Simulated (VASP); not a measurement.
# Na (Im-3m) in VASP: a series of runs, part 2 of 2

VASP 6.6.1. The steps go on from the part before.

**4. Relaxation of cell and atoms, PBEsol**

This run uses another cell than the first one, of 39.26 Å³/atom, 1.083 times its volume.

File INCAR:

```
PREC = Accurate ; ENCUT = 600
EDIFF = 1E-6 ; ISMEAR = -1
SIGMA = 0.05 ; LREAL = False
LASPH = True ; NELM = 100
ALGO = Normal ; ISIF = 3
LWAVE = False ; LCHARG = False
GGA = PS ; IBRION = 2
NSW = 100 ; EDIFFG = -0.002
```

File KPOINTS:

```
Automatic mesh
0
Gamma
  14 14 14
```

File POSCAR:

```
Na
1.0
   -2.1410000000      2.1410000000      2.1410000000
    2.1410000000     -2.1410000000      2.1410000000
    2.1410000000      2.1410000000     -2.1410000000
Na
1
Direct
    0.0000000000      0.0000000000      0.0000000000
```

Potentials or basis: VASP PAW PBE potentials, release 64 (Na_pv).

Command:

```bash
> cat potpaw_PBE.64/Na_pv/POTCAR > POTCAR
> mpirun -np 1 vasp_std > vasp.out
```

OUTCAR:

```text
PREC = Accurate
   ENCUT = 600
   EDIFF = 1E-6
   ISMEAR = -1
   LREAL = False
   LASPH = True
   NELM = 100
   ISIF = 3
   GGA = PS
   IBRION = 2
   NSW = 100
   EDIFFG = -0.002

 ion  position               nearest neighbor table
   1  0.000  0.000  0.000-

  LATTYP: Found a body centered cubic cell.
 ALAT       =     4.2820000000

  Lattice vectors:

 A1 = (  -2.1410000000,   2.1410000000,   2.1410000000)
 A2 = (   2.1410000000,  -2.1410000000,   2.1410000000)
 A3 = (   2.1410000000,   2.1410000000,  -2.1410000000)

Analysis of symmetry for initial positions (statically):
=====================================================================
 Subroutine PRICEL returns:
 Original cell was already a primitive cell.

 Routine SETGRP: Setting up the symmetry group for a
 body centered cubic supercell.

 Subroutine GETGRP returns: Found 48 space group operations
 (whereof 48 operations were pure point group operations)
 out of a pool of 48 trial point group operations.

The static configuration has the point symmetry O_h .

Analysis of symmetry for dynamics (positions and initial velocities):
=====================================================================
 Subroutine PRICEL returns:
 Original cell was already a primitive cell.

 Routine SETGRP: Setting up the symmetry group for a
 body centered cubic supercell.

 Subroutine GETGRP returns: Found 48 space group operations
 (whereof 48 operations were pure point group operations)
 out of a pool of 48 trial point group operations.

The dynamic configuration has the point symmetry O_h .

 Subroutine INISYM returns: Found 48 space group operations
 (whereof 48 operations are pure point group operations),
 and found     1 'primitive' translations

[... 117 lines left out ...]
   GGA     = PS    functional components
   LHFCALC =     F    Hartree Fock is set to
   AEXX    =    0.0000 exact exchange contribution
   IVDW    =     0    specifies the selected vdW correction
   LEPSILON=     F    determine dielectric tensor
   LRPA    =     F    only Hartree local field effects (RPA)
 conjugate gradient relaxation of ions
 non-spin polarized calculation
  energy-cutoff  :      600.00
  volume of cell :       39.26
 maximum number of plane-waves:      1326
 NGX is ok and might be reduce to    30
   NGX = 15   NGY = 15   NGZ = 15

--------------------------------------- Ionic step        1  -------------------------------------------

 number of electron       7.0000007 magnetization

 Free energy of the ion-electron system (eV)
  ---------------------------------------------------
  ext. energy  EPLUGINS =         0.00000000
  ---------------------------------------------------
  free energy    TOTEN  =        -1.39616556 eV

  energy without entropy =       -1.39159396  energy(sigma->0) =       -1.39387976

------------------------ aborting loop because EDIFF is reached ----------------------------------------

  FORCE on cell =-STRESS in cart. coord.  units (eV):
  Direction    XX          YY          ZZ          XY          YZ          ZX
  --------------------------------------------------------------------------------------
  -------------------------------------------------------------------------------------
  Total       -0.1354515     -0.1354515     -0.1354515      0.0000000      0.0000000      0.0000000
  in kB       -5.5282102     -5.5282102     -5.5282102      0.0000000      0.0000000      0.0000000
  external PRESSURE =      -5.5282102 kB  Pullay stress =       0.0000000 kB
[... 162 lines left out ...]
--------------------------------------- Ionic step        6  -------------------------------------------

 number of electron       6.9999991 magnetization

 Free energy of the ion-electron system (eV)
  ---------------------------------------------------
  ext. energy  EPLUGINS =         0.00000000
  ---------------------------------------------------
  free energy    TOTEN  =        -1.40167171 eV

  energy without entropy =       -1.39723792  energy(sigma->0) =       -1.39945482

 E-fermi :   0.3496     XC(G=0):  -6.5643

 val. band max:        0.3203184967   @ k =  -0.3571   0.4286   0.1429
 cond. band min:       0.4016932332   @ k =   0.3571   0.0714   0.0714
 fundamental gap:      0.0813747365
 Fermi energy:         0.3496031953

 k-point     1 :       0.0000    0.0000    0.0000
  band No.  band energies     occupation
      1     -24.3931      2.00000
      2     -24.3931      2.00000
      3     -24.3931      2.00000
      4      -2.9547      2.00000
      5      12.2612      0.00000
      6      12.2612      0.00000
      7      12.2612      0.00000
[... 221 lines left out ...]
 k-point    24 :       0.3571    0.2857    0.0000
  band No.  band energies     occupation
      1     -24.4229      2.00000
      2     -24.4169      2.00000
      3     -24.3979      2.00000
      4       2.0969      0.00000
      5       2.5275      0.00000
      6       3.8416      0.00000
      7       8.5181      0.00000

 [... further k-points ...]
[... 5 lines left out ...]
  --------------------------------------------------------------------------------------
  -------------------------------------------------------------------------------------
  Total        0.0001626      0.0001626      0.0001626      0.0000000      0.0000000     -0.0000000
  in kB        0.0071976      0.0071976      0.0071976      0.0000000      0.0000000     -0.0000000
  external PRESSURE =       0.0071976 kB  Pullay stress =       0.0000000 kB
[... 16 lines left out ...]
  FREE ENERGIE OF THE ION-ELECTRON SYSTEM (eV)
  ---------------------------------------------------
  free  energy   TOTEN  =        -1.4016717118 eV

  energy  without entropy=       -1.3972379189  energy(sigma->0) =       -1.39945482

 reached required accuracy - stopping structural energy minimisation
```

OSZICAR:

```text
N       E                     dE             d eps       ncg     rms          rms(c)
DAV:   1     0.219203440322E+02    0.21920E+02   -0.40181E+03  1456   0.906E+02
DAV:   2    -0.907120064752E+00   -0.22827E+02   -0.22816E+02  1491   0.143E+02
DAV:   3    -0.139391172885E+01   -0.48679E+00   -0.48679E+00  1890   0.306E+01
[... 35 lines left out ...]
DAV:   4    -0.140167170277E+01    0.16032E-05   -0.16457E-06   763   0.314E-02    0.316E-04
DAV:   5    -0.140167170134E+01    0.14247E-08   -0.47960E-08   728   0.453E-03
   5 F= -.14016717E+01 E0= -.13994548E+01  d E =-.550614E-02
       N       E                     dE             d eps       ncg     rms          rms(c)
DAV:   1    -0.140167171532E+01   -0.12551E-07   -0.11263E-07   728   0.737E-03    0.520E-04
DAV:   2    -0.140167171183E+01    0.34894E-08   -0.60854E-09   728   0.184E-03
   6 F= -.14016717E+01 E0= -.13994548E+01  d E =-.104861E-07
```

CONTCAR:

```text
Na
   1.00000000000000
    -2.0839106419149895    2.0839106419149895    2.0839106419149895
     2.0839106419149895   -2.0839106419149895    2.0839106419149895
     2.0839106419149895    2.0839106419149895   -2.0839106419149895
  Na
     1
Direct
     0.0000000000000000    0.0000000000000000    0.0000000000000000

  0.00000000E+00  0.00000000E+00  0.00000000E+00
```

Run time: 1.9 min. Hardware: 1 thread of Intel Xeon Platinum 8375C at 2.90GHz (Ice Lake), shared host; peak memory 0.17 GiB.

What came out:

- Free energy: -1.4017 eV
- Relaxed volume: 36.20 Å³/atom
- Relaxed cell: a = 3.609 Å, b = 3.609 Å, c = 3.609 Å, α = 109.47°, β = 109.47°, γ = 109.47°
- Space group after relaxing (to 0.05 Å): Im-3m (No. 229)
- Energy gained by relaxing: 5.5 meV/atom
- Ionic steps: 6
- Pressure after relaxing: 0.0 GPa

Step by step:
```tsv
step	energy change (eV)	largest force (eV/Å)	pressure (GPa)	volume (Å³)
1	0.0000	0.0000	-0.55	39.26
2	-0.0023	0.0000	-0.44	38.49
3	-0.0055	0.0000	-0.02	36.26
4	-0.0055	0.0000	0.03	36.14
5	-0.0055	0.0000	-0.01	36.20
6	-0.0055	0.0000	0.00	36.20
```

Final structure:
```yaml
crystal:
  lattice:
    - [-2.08391, 2.08391, 2.08391]
    - [2.08391, -2.08391, 2.08391]
    - [2.08391, 2.08391, -2.08391]
  atoms:
    - { symbol: Na, position: [0.00000, 0.00000, 0.00000] }
```

Levels at points of the mesh, in eV from the Fermi level:
```csv
k point,band 1,band 2,band 3,band 4,band 5,band 6,band 7
"(0.00, 0.00, 0.00)",-24.74,-24.74,-24.74,-3.30,11.91,11.91,11.91
"(0.50, 0.00, 0.00)",-24.78,-24.76,-24.74,0.78,1.28,8.32,9.34
"(0.50, 0.50, 0.50)",-24.77,-24.77,-24.77,4.58,4.58,4.99,4.99
```

Caveat: the PAW data sets were made with another functional, which shifts forces and pressure a little.
